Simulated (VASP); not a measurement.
# KF in VASP: notebook, part 2 of 2

VASP 6.6.1.

**4. Single point, PBE**

This run uses another cell than the first one, of 18.32 Å³/atom, 0.852 times its volume.

Input file INCAR:

```
SYSTEM = KF
ALGO     = Normal         ! electronic algorithm
EDIFF    = 1E-7           ! SCF threshold, eV
ENCUT    = 520            ! plane-wave cutoff, eV
GGA      = PE             ! functional
ISIF     = 2              ! what is computed and relaxed
ISMEAR   = 0              ! smearing method
LASPH    = .True.         ! aspherical terms in the spheres
LCHARG   = .False.        ! write CHGCAR
LREAL    = .False.        ! projectors in reciprocal space
LWAVE    = .False.        ! write WAVECAR
NBANDS   = 15             ! bands
NELM     = 80             ! most SCF steps
PREC     = Accurate       ! precision mode
SIGMA    = 0.05           ! smearing width, eV
```

Input file KPOINTS:

```
k-points
0
Gamma
  8 8 8
  0 0 0
```

Input file POSCAR:

```
KF
1.0
    0.0283191632      2.6504639075      2.6504639075
    2.6504639075      0.0283191632      2.6504639075
    2.6504639075      2.6504639075      0.0283191632
K F
1 1
Direct
    0.0000000000      0.0000000000      0.0000000000
    0.5000000000      0.5000000000      0.5000000000
```

Launch:

```bash
cat potpaw_PBE.64/K_sv/POTCAR potpaw_PBE.64/F/POTCAR > POTCAR
mpirun -np 1 vasp_std > vasp.out
```

Run time: 17 s. Hardware: 1 thread of Intel Xeon 6975P-C (Granite Rapids), shared host; peak memory 0.17 GiB.

It converged, with:

| Property | Result |
| --- | --- |
| Free energy | -8.2671 eV |
| Pressure | 3.0 GPa |
| Band gap on the k mesh | 6.38 eV, direct |

Stress tensor (GPa, compression positive):
```
 3.02 -0.14 -0.14
-0.14  3.02 -0.14
-0.14 -0.14  3.02
```

Levels at points of the mesh, in eV from the valence-band top:
```csv
k point,band 5,band 6,band 7,band 8,band 9,band 10,band 11,band 12
"(0.00, 0.00, 0.00)",-9.25,-0.02,0.00,0.00,6.38,10.67,10.84,10.84
"(0.50, 0.00, 0.00)",-9.29,-0.84,-0.41,-0.38,9.24,10.92,12.19,12.34
"(0.50, 0.50, 0.00)",-9.49,-0.20,-0.06,-0.05,8.23,10.52,12.13,13.82
"(0.50, 0.50, 0.50)",-9.29,-0.84,-0.37,-0.37,9.19,10.86,12.24,12.24
```

A k mesh can miss the band edges.

**5. Single point, PBE**

This run uses another cell than the first one, of 18.64 Å³/atom, 0.867 times its volume.

Input file INCAR:

```
SYSTEM = KF
PREC     = Accurate       ! precision mode
ENCUT    = 520            ! plane-wave cutoff, eV
EDIFF    = 1E-6           ! SCF threshold, eV
ISMEAR   = 0              ! smearing method
SIGMA    = 0.05           ! smearing width, eV
LREAL    = .FALSE.        ! projectors in reciprocal space
LASPH    = .TRUE.         ! aspherical terms in the spheres
NELM     = 80             ! most SCF steps
ALGO     = Normal         ! electronic algorithm
ISIF     = 2              ! what is computed and relaxed
LWAVE    = .FALSE.        ! write WAVECAR
LCHARG   = .FALSE.        ! write CHGCAR
GGA      = PE             ! functional
NBANDS   = 15             ! bands
```

Input file KPOINTS:

```
Automatic mesh
0
G
  8 8 8
  0 0 0
```

Input file POSCAR:

```
KF
1.0
    0.0284825801      2.6657585188      2.6657585188
    2.6657585188      0.0284825801      2.6657585188
    2.6657585188      2.6657585188      0.0284825801
K F
1 1
Direct
    0.0000000000      0.0000000000      0.0000000000
    0.5000000000      0.5000000000      0.5000000000
```

Potentials or basis: VASP PAW PBE potentials, release 64 (K_sv, F).

Launch:

```bash
cat potpaw_PBE.64/K_sv/POTCAR potpaw_PBE.64/F/POTCAR > POTCAR
mpirun -np 1 vasp_std > vasp.out
```

OUTCAR:

```text
SYSTEM = KF
   PREC = Accurate
   ENCUT = 520
   EDIFF = 1E-6
   ISMEAR = 0
   LREAL = .FALSE.
   LASPH = .TRUE.
   NELM = 80
   ISIF = 2
   GGA = PE

 ion  position               nearest neighbor table
   1  0.000  0.000  0.000-   2 2.65   2 2.65   2 2.65   2 2.65   2 2.65   2 2.65
   2  0.500  0.500  0.500-   1 2.65   1 2.65   1 2.65   1 2.65   1 2.65   1 2.65

  LATTYP: Found a trigonal (rhomboedric) cell.
 ALAT       =     3.7700594450
 COS(alpha) =     0.5106554578

  Lattice vectors:

 A1 = (   0.0284825801,   2.6657585188,   2.6657585188)
[... 619 lines left out ...]

  FORCE on cell =-STRESS in cart. coord.  units (eV):
  Direction    XX          YY          ZZ          XY          YZ          ZX
  --------------------------------------------------------------------------------------
  -------------------------------------------------------------------------------------
  Total        0.5347127      0.5347127      0.5347127     -0.0328745     -0.0328745     -0.0328745
  in kB       22.9802721     22.9802721     22.9802721     -1.4128425     -1.4128425     -1.4128425
  external PRESSURE =      22.9802721 kB  Pullay stress =       0.0000000 kB

 VOLUME and BASIS-vectors are now :
 -----------------------------------------------------------------------------
  energy-cutoff  :      520.00
  volume of cell :       37.28
      direct lattice vectors                 reciprocal lattice vectors
     0.028482580  2.665758519  2.665758519    -0.190597029  0.188582103  0.188582103
     2.665758519  0.028482580  2.665758519     0.188582103 -0.190597029  0.188582103
     2.665758519  2.665758519  0.028482580     0.188582103  0.188582103 -0.190597029

 POSITION                                       TOTAL-FORCE (eV/Angst)
 -----------------------------------------------------------------------------------
      0.00000      0.00000      0.00000        -0.000000      0.000000      0.000000
      2.68000      2.68000      2.68000         0.000000     -0.000000     -0.000000
 -----------------------------------------------------------------------------------
    total drift:                                0.000000      0.000000      0.000000

  FREE ENERGIE OF THE ION-ELECTRON SYSTEM (eV)
  ---------------------------------------------------
  free  energy   TOTEN  =        -8.2784963436 eV

  energy  without entropy=       -8.2784963436  energy(sigma->0) =       -8.27849634
```

OSZICAR:

```text
N       E                     dE             d eps       ncg     rms          rms(c)
DAV:   1     0.111554102297E+03    0.11155E+03   -0.82370E+03  1950   0.104E+03
DAV:   2    -0.493118537913E+01   -0.11649E+03   -0.10671E+03  2505   0.285E+02
DAV:   3    -0.940744071492E+01   -0.44763E+01   -0.44525E+01  2576   0.505E+01
DAV:   4    -0.953375201908E+01   -0.12631E+00   -0.12629E+00  2606   0.798E+00
DAV:   5    -0.953602424215E+01   -0.22722E-02   -0.22722E-02  2625   0.860E-01    0.636E+00
DAV:   6    -0.830773471903E+01    0.12283E+01   -0.34633E+00  1999   0.150E+01    0.416E+00
DAV:   7    -0.827993972355E+01    0.27795E-01   -0.66307E-02  2510   0.224E+00    0.234E+00
DAV:   8    -0.827629371649E+01    0.36460E-02   -0.49916E-02  2153   0.222E+00    0.192E-01
DAV:   9    -0.827782444737E+01   -0.15307E-02   -0.38392E-03  2489   0.515E-01    0.124E-01
DAV:  10    -0.827837483525E+01   -0.55039E-03   -0.46709E-04  2104   0.189E-01    0.595E-02
DAV:  11    -0.827849773352E+01   -0.12290E-03   -0.12575E-04  2062   0.950E-02    0.200E-02
DAV:  12    -0.827849623547E+01    0.14980E-05   -0.13160E-05  2448   0.366E-02    0.436E-03
DAV:  13    -0.827849634359E+01   -0.10812E-06   -0.21357E-06  2111   0.132E-02
   1 F= -.82784963E+01 E0= -.82784963E+01  d E =-.121953E-22
```

stdout:

```text
POSCAR found type information on POSCAR K F
 POSCAR found :  2 types and       2 ions
 scaLAPACK will be used
 LDA part: xc-table for (Slater+PW92), standard interpolation
 POSCAR, INCAR and KPOINTS ok, starting setup
 FFT: planning ... GRIDC
 FFT: planning ... GRID_SOFT
 FFT: planning ... GRID
 WAVECAR not read
 entering main loop
```

Run time: 14 s. Hardware: 1 thread of Intel Xeon 6975P-C (Granite Rapids), shared host; peak memory 0.18 GiB.

What came out:

```yaml
Free_energy: -8.2785 eV
Pressure: 2.3 GPa
Band_gap_on_the_k_mesh: 6.28 eV, direct
```

**6. Single point, PBE**

This run uses another cell than the first one, of 18.64 Å³/atom, 0.867 times its volume.

Input file INCAR:

```
ALGO     = Normal         # electronic algorithm
EDIFF    = 1E-6           # SCF threshold, eV
ENCUT    = 520            # plane-wave cutoff, eV
GGA      = PE             # functional
ISIF     = 2              # what is computed and relaxed
ISMEAR   = 0              # smearing method
LASPH    = True           # aspherical terms in the spheres
LCHARG   = False          # write CHGCAR
LREAL    = False          # projectors in reciprocal space
LWAVE    = False          # write WAVECAR
NBANDS   = 15             # bands
NELM     = 80             # most SCF steps
PREC     = Accurate       # precision mode
SIGMA    = 0.05           # smearing width, eV
```

Input file KPOINTS:

```
k-points
0
Gamma
  8 8 8
```

Input file POSCAR:

```
KF
1.0
    0.0570117366      2.6802511515      2.6802511515
    2.6802511515      0.0570117366      2.6802511515
    2.6802511515      2.6802511515      0.0570117366
K F
1 1
Direct
    0.0000000000      0.0000000000      0.0000000000
    0.5000000000      0.5000000000      0.5000000000
```

Potentials or basis: VASP PAW PBE potentials, release 64 (K_sv, F).

Launch:

```bash
cat potpaw_PBE.64/K_sv/POTCAR potpaw_PBE.64/F/POTCAR > POTCAR
mpirun -np 1 vasp_std > vasp.out
```

OUTCAR:

```text
EDIFF = 1E-6
   ENCUT = 520
   GGA = PE
   ISIF = 2
   ISMEAR = 0
   LASPH = True
   LREAL = False
   NELM = 80
   PREC = Accurate

 ion  position               nearest neighbor table
   1  0.000  0.000  0.000-   2 2.65   2 2.65   2 2.65   2 2.65   2 2.65   2 2.65
   2  0.500  0.500  0.500-   1 2.65   1 2.65   1 2.65   1 2.65   1 2.65   1 2.65

  LATTYP: Found a trigonal (rhomboedric) cell.
 ALAT       =     3.7908762586
 COS(alpha) =     0.5211531429

  Lattice vectors:

[... 619 lines left out ...]
------------------------ aborting loop because EDIFF is reached ----------------------------------------

  FORCE on cell =-STRESS in cart. coord.  units (eV):
  Direction    XX          YY          ZZ          XY          YZ          ZX
  --------------------------------------------------------------------------------------
  -------------------------------------------------------------------------------------
  Total        0.5311382      0.5311382      0.5311382     -0.0677112     -0.0677112     -0.0677112
  in kB       22.8266516     22.8266516     22.8266516     -2.9100160     -2.9100160     -2.9100160
  external PRESSURE =      22.8266516 kB  Pullay stress =       0.0000000 kB

 VOLUME and BASIS-vectors are now :
 -----------------------------------------------------------------------------
  energy-cutoff  :      520.00
  volume of cell :       37.28
      direct lattice vectors                 reciprocal lattice vectors
     0.057011737  2.680251151  2.680251151    -0.192609868  0.188598188  0.188598188
     2.680251151  0.057011737  2.680251151     0.188598188 -0.192609868  0.188598188
     2.680251151  2.680251151  0.057011737     0.188598188  0.188598188 -0.192609868

 POSITION                                       TOTAL-FORCE (eV/Angst)
 -----------------------------------------------------------------------------------
      0.00000      0.00000      0.00000        -0.000000      0.000000     -0.000000
      2.70876      2.70876      2.70876         0.000000     -0.000000      0.000000
 -----------------------------------------------------------------------------------
    total drift:                                0.000000      0.000000      0.000000

  FREE ENERGIE OF THE ION-ELECTRON SYSTEM (eV)
  ---------------------------------------------------
  free  energy   TOTEN  =        -8.2768783261 eV

  energy  without entropy=       -8.2768783261  energy(sigma->0) =       -8.27687833
```

stdout:

```text
POSCAR found type information on POSCAR K F
 POSCAR found :  2 types and       2 ions
 scaLAPACK will be used
 LDA part: xc-table for (Slater+PW92), standard interpolation
 POSCAR, INCAR and KPOINTS ok, starting setup
 FFT: planning ... GRIDC
 FFT: planning ... GRID_SOFT
 FFT: planning ... GRID
 WAVECAR not read
 entering main loop
```

Run time: 14 s. Hardware: 1 thread of Intel Xeon 6975P-C (Granite Rapids), shared host; peak memory 0.17 GiB.

What came out:

```
Free energy            : -8.2769 eV
Pressure               : 2.3 GPa
Band gap on the k mesh : 6.27 eV, direct
```

Levels at points of the mesh, in eV from the valence-band top:
| k point | band 5 | band 6 | band 7 | band 8 | band 9 | band 10 | band 11 | band 12 |
| --- | --- | --- | --- | --- | --- | --- | --- | --- |
| (0.00, 0.00, 0.00) | -9.32 | -0.03 | 0.00 | 0.00 | 6.27 | 10.52 | 10.83 | 10.83 |
| (0.50, 0.00, 0.00) | -9.36 | -0.83 | -0.42 | -0.36 | 9.17 | 10.80 | 12.03 | 12.33 |
| (0.50, 0.50, 0.00) | -9.54 | -0.21 | -0.08 | -0.05 | 8.20 | 10.41 | 11.99 | 13.70 |
| (0.50, 0.50, 0.50) | -9.35 | -0.83 | -0.34 | -0.34 | 9.07 | 10.67 | 12.12 | 12.12 |

**7. Summary**

```tsv
cell	gap on the mesh (eV)	pressure (GPa)
a = 3.933 Å, angles 60.0°, 2 atoms	5.58	-1.9
a = 3.913 Å, angles 60.0°, 2 atoms	5.65	-1.6
a = 3.748 Å, angles 59.3°, 2 atoms	6.38	3.0
a = 3.770 Å, angles 59.3°, 2 atoms	6.28	2.3
a = 3.791 Å, angles 58.6°, 2 atoms	6.27	2.3
```

Alike in all rows: task single point; level PBE; potentials or basis VASP PAW PBE potentials, release 64 (K_sv, F); no spin polarisation; k mesh 8 × 8 × 8; cutoff (eV) 520; smearing gaussian 0.05 eV.

Absolute energies hang on the potentials; compare differences alone.
